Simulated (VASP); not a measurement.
# SiF (Pm-3m) in VASP: a series of runs, part 2 of 2

VASP 6.6.1. Earlier steps stand in the parts before.

**4. Relaxation of cell and atoms, PBE**

This run uses another cell than the first one, of 15.66 Å³/atom, 1.014 times its volume.

Input file INCAR:

```
SYSTEM = SiF
ALGO     = Normal         ! electronic algorithm
EDIFF    = 1E-7           ! SCF threshold, eV
EDIFFG   = -0.04          ! ionic threshold
ENCUT    = 600            ! plane-wave cutoff, eV
GGA      = PE             ! functional
IBRION   = 2              ! ionic algorithm
ISIF     = 3              ! what is computed and relaxed
ISMEAR   = 0              ! smearing method
LASPH    = .TRUE.         ! aspherical terms in the spheres
LCHARG   = .FALSE.        ! write CHGCAR
LREAL    = .FALSE.        ! projectors in reciprocal space
LWAVE    = .FALSE.        ! write WAVECAR
NELM     = 60             ! most SCF steps
NSW      = 90             ! ionic steps
PREC     = Accurate       ! precision mode
SIGMA    = 0.1            ! smearing width, eV
```

Input file KPOINTS:

```
k-points
0
G
  4 4 4
  0 0 0
```

Input file POSCAR:

```
SiF
1.0
    4.5458906800      0.0000000000      0.0000000000
    0.0000000000      4.5458906800      0.0000000000
    0.0000000000      0.0000000000      4.5458906800
Si F
3 3
Direct
    0.5000000000      0.0000000000      0.0000000000
    0.0000000000      0.5000000000      0.0000000000
    0.0000000000      0.0000000000      0.5000000000
    0.0000000000      0.5000000000      0.5000000000
    0.5000000000      0.0000000000      0.5000000000
    0.5000000000      0.5000000000      0.0000000000
```

Potentials or basis: VASP PAW PBE potentials, release 64 (Si, F).

Run with:

```
$ cat potpaw_PBE.64/Si/POTCAR potpaw_PBE.64/F/POTCAR > POTCAR
$ mpirun -np 1 vasp_std > vasp.out
```

OUTCAR:

```text
SYSTEM = SiF
   EDIFF = 1E-7
   EDIFFG = -0.04
   ENCUT = 600
   GGA = PE
   IBRION = 2
   ISIF = 3
   ISMEAR = 0
   LASPH = .TRUE.
   LREAL = .FALSE.
   NELM = 60
   NSW = 90
   PREC = Accurate

 ion  position               nearest neighbor table
   1  0.500  0.000  0.000-   5 2.27   6 2.27   5 2.27   6 2.27
   2  0.000  0.500  0.000-   4 2.27   6 2.27   4 2.27   6 2.27
   3  0.000  0.000  0.500-   4 2.27   5 2.27   4 2.27   5 2.27
   4  0.000  0.500  0.500-   2 2.27   3 2.27   2 2.27   3 2.27
   5  0.500  0.000  0.500-   1 2.27   3 2.27   1 2.27   3 2.27
   6  0.500  0.500  0.000-   1 2.27   2 2.27   1 2.27   2 2.27

  LATTYP: Found a simple cubic cell.
 ALAT       =     4.5458906800

  Lattice vectors:

 A1 = (   4.5458906800,   0.0000000000,   0.0000000000)
 A2 = (   0.0000000000,   4.5458906800,   0.0000000000)
 A3 = (   0.0000000000,   0.0000000000,   4.5458906800)

Analysis of symmetry for initial positions (statically):
=====================================================================
 Subroutine PRICEL returns:
 Original cell was already a primitive cell.

 Routine SETGRP: Setting up the symmetry group for a
 simple cubic supercell.

 Subroutine GETGRP returns: Found 48 space group operations
 (whereof 48 operations were pure point group operations)
 out of a pool of 48 trial point group operations.

The static configuration has the point symmetry O_h .

Analysis of symmetry for dynamics (positions and initial velocities):
=====================================================================
 Subroutine PRICEL returns:
 Original cell was already a primitive cell.

 Routine SETGRP: Setting up the symmetry group for a
 simple cubic supercell.

 Subroutine GETGRP returns: Found 48 space group operations
 (whereof 48 operations were pure point group operations)
 out of a pool of 48 trial point group operations.

The dynamic configuration has the point symmetry O_h .

 Subroutine INISYM returns: Found 48 space group operations
 (whereof 48 operations are pure point group operations),
 and found     1 'primitive' translations

----------------------------------------------------------------------------------------

                                     Primitive cell

  volume of cell :      93.9414

  direct lattice vectors                    reciprocal lattice vectors
     4.545890680  0.000000000  0.000000000     0.219978893  0.000000000  0.000000000
     0.000000000  4.545890680  0.000000000     0.000000000  0.219978893  0.000000000
     0.000000000  0.000000000  4.545890680     0.000000000  0.000000000  0.219978893

  length of vectors
[... 109 lines left out ...]
  energy-cutoff  :      600.00
  volume of cell :       93.94
 maximum number of plane-waves:      3178
   NGX = 19   NGY = 19   NGZ = 19

--------------------------------------- Ionic step        1  -------------------------------------------

 number of electron      33.0000041 magnetization

 Free energy of the ion-electron system (eV)
  ---------------------------------------------------
  ext. energy  EPLUGINS =         0.00000000
  ---------------------------------------------------
  free energy    TOTEN  =       -25.70504140 eV

  energy without entropy =      -25.68963335  energy(sigma->0) =      -25.69733738

------------------------ aborting loop because EDIFF is reached ----------------------------------------

  FORCE on cell =-STRESS in cart. coord.  units (eV):
  Direction    XX          YY          ZZ          XY          YZ          ZX
  --------------------------------------------------------------------------------------
  -------------------------------------------------------------------------------------
  Total       -0.8180970     -0.8180970     -0.8180970      0.0000000      0.0000000     -0.0000000
  in kB      -13.9527044    -13.9527044    -13.9527044      0.0000000      0.0000000     -0.0000000
  external PRESSURE =     -13.9527044 kB  Pullay stress =       0.0000000 kB

 VOLUME and BASIS-vectors are now :
 -----------------------------------------------------------------------------
  energy-cutoff  :      600.00
  volume of cell :       93.94
      direct lattice vectors                 reciprocal lattice vectors
     4.545890680  0.000000000  0.000000000     0.219978893  0.000000000  0.000000000
     0.000000000  4.545890680  0.000000000     0.000000000  0.219978893  0.000000000
     0.000000000  0.000000000  4.545890680     0.000000000  0.000000000  0.219978893

 POSITION                                       TOTAL-FORCE (eV/Angst)
 -----------------------------------------------------------------------------------
      2.27295      0.00000      0.00000         0.000000      0.000000      0.000000
      0.00000      2.27295      0.00000         0.000000      0.000000      0.000000
      0.00000      0.00000      2.27295         0.000000      0.000000      0.000000
      0.00000      2.27295      2.27295         0.000000      0.000000      0.000000
      2.27295      0.00000      2.27295         0.000000      0.000000      0.000000
      2.27295      2.27295      0.00000         0.000000      0.000000      0.000000
 -----------------------------------------------------------------------------------
    total drift:                                0.000000      0.000000      0.000000

  FREE ENERGIE OF THE ION-ELECTRON SYSTEM (eV)
  ---------------------------------------------------
  free  energy   TOTEN  =       -25.7050414047 eV

  energy  without entropy=      -25.6896333468  energy(sigma->0) =      -25.69733738

--------------------------------------- Ionic step        2  -------------------------------------------

 number of electron      33.0000031 magnetization

 Free energy of the ion-electron system (eV)
  ---------------------------------------------------
  ext. energy  EPLUGINS =         0.00000000
  ---------------------------------------------------
  free energy    TOTEN  =       -25.71398857 eV

  energy without entropy =      -25.69903296  energy(sigma->0) =      -25.70651077

 E-fermi :   4.9986     XC(G=0):  -9.5817

 val. band max:        4.9027096757   @ k =   0.2500   0.2500   0.0000
 cond. band min:       5.0748070793   @ k =   0.2500   0.0000   0.0000
 fundamental gap:      0.1720974036
 Fermi energy:         4.9985802745

 k-point     1 :       0.0000    0.0000    0.0000
  band No.  band energies     occupation
      1     -20.3300      2.00000
      2     -19.9998      2.00000
      3     -19.9998      2.00000
      4      -3.6393      2.00000
      5      -3.3414      2.00000
      6      -3.3414      2.00000
[... 219 lines left out ...]
     19       4.6670      2.00000
     20       9.2372      0.00000

------------------------ aborting loop because EDIFF is reached ----------------------------------------

  FORCE on cell =-STRESS in cart. coord.  units (eV):
  Direction    XX          YY          ZZ          XY          YZ          ZX
  --------------------------------------------------------------------------------------
  -------------------------------------------------------------------------------------
  Total       -0.0917430     -0.0917430     -0.0917430     -0.0000000     -0.0000000      0.0000000
  in kB       -1.5959719     -1.5959719     -1.5959719     -0.0000000     -0.0000000      0.0000000
  external PRESSURE =      -1.5959719 kB  Pullay stress =       0.0000000 kB

 VOLUME and BASIS-vectors are now :
 -----------------------------------------------------------------------------
  energy-cutoff  :      600.00
  volume of cell :       92.10
      direct lattice vectors                 reciprocal lattice vectors
     4.515988441 -0.000000000 -0.000000000     0.221435465 -0.000000000 -0.000000000
     0.000000000  4.515988441  0.000000000     0.000000000  0.221435465 -0.000000000
     0.000000000  0.000000000  4.515988441     0.000000000 -0.000000000  0.221435465

 POSITION                                       TOTAL-FORCE (eV/Angst)
 -----------------------------------------------------------------------------------
      2.25799     -0.00000     -0.00000        -0.000000     -0.000000      0.000000
      0.00000      2.25799      0.00000        -0.000000     -0.000000      0.000000
      0.00000      0.00000      2.25799        -0.000000     -0.000000      0.000000
      0.00000      2.25799      2.25799         0.000000      0.000000      0.000000
      2.25799      0.00000      2.25799        -0.000000      0.000000      0.000000
      2.25799      2.25799     -0.00000        -0.000000     -0.000000      0.000000
 -----------------------------------------------------------------------------------
    total drift:                                0.000000      0.000000      0.000000

  FREE ENERGIE OF THE ION-ELECTRON SYSTEM (eV)
  ---------------------------------------------------
  free  energy   TOTEN  =       -25.7139885723 eV

  energy  without entropy=      -25.6990329611  energy(sigma->0) =      -25.70651077

 reached required accuracy - stopping structural energy minimisation
```

Run time: 48 s. Hardware: 1 thread of AMD EPYC 7R43 (Zen 3), shared host; peak memory 0.17 GiB.

Results:

* Free energy: -25.7140 eV
* Relaxed volume: 15.35 Å³/atom
* Relaxed cell: a = 4.516 Å, b = 4.516 Å, c = 4.516 Å, α = 90.00°, β = 90.00°, γ = 90.00°
* Space group after relaxing (to 0.05 Å): Pm-3m (No. 221)
* Energy gained by relaxing: 1.5 meV/atom
* Ionic steps: 2
* Pressure after relaxing: -0.2 GPa

The path:
```csv
step,energy change (eV),largest force (eV/Å),pressure (GPa),volume (Å³)
1,0.0000,0.0000,-1.40,93.94
2,-0.0089,0.0000,-0.16,92.10
```

Final structure:
```
Si F
1.0
     4.51599    0.00000    0.00000
     0.00000    4.51599    0.00000
     0.00000    0.00000    4.51599
Si F
3 3
Cartesian
  2.2580 0.0000 0.0000
  0.0000 2.2580 0.0000
  0.0000 0.0000 2.2580
  0.0000 2.2580 2.2580
  2.2580 0.0000 2.2580
  2.2580 2.2580 0.0000
```

Caveat: an odd number of electrons without spin polarisation forces a metal; a magnetic or distorted state may lie lower.

**5. The runs side by side**

| task | cell | cutoff (eV) | gap on the mesh (eV) | pressure (GPa) |
| --- | --- | --- | --- | --- |
| single point | a = 4.526 Å, 6 atoms | 520 | none | -0.5 |
| single point | a = 4.546 Å, 6 atoms | 520 | none | -1.4 |
| relaxation of cell and atoms | relaxed from a = 4.546 Å, 6 atoms | 600 | none | -0.2 |

Alike in all rows: level PBE; potentials or basis VASP PAW PBE potentials, release 64 (Si, F); no spin polarisation; k mesh 4 × 4 × 4; smearing gaussian 0.1 eV.

Caveats: an odd number of electrons without spin polarisation forces a metal; a magnetic or distorted state may lie lower.

Absolute energies hang on the potentials; compare differences alone.
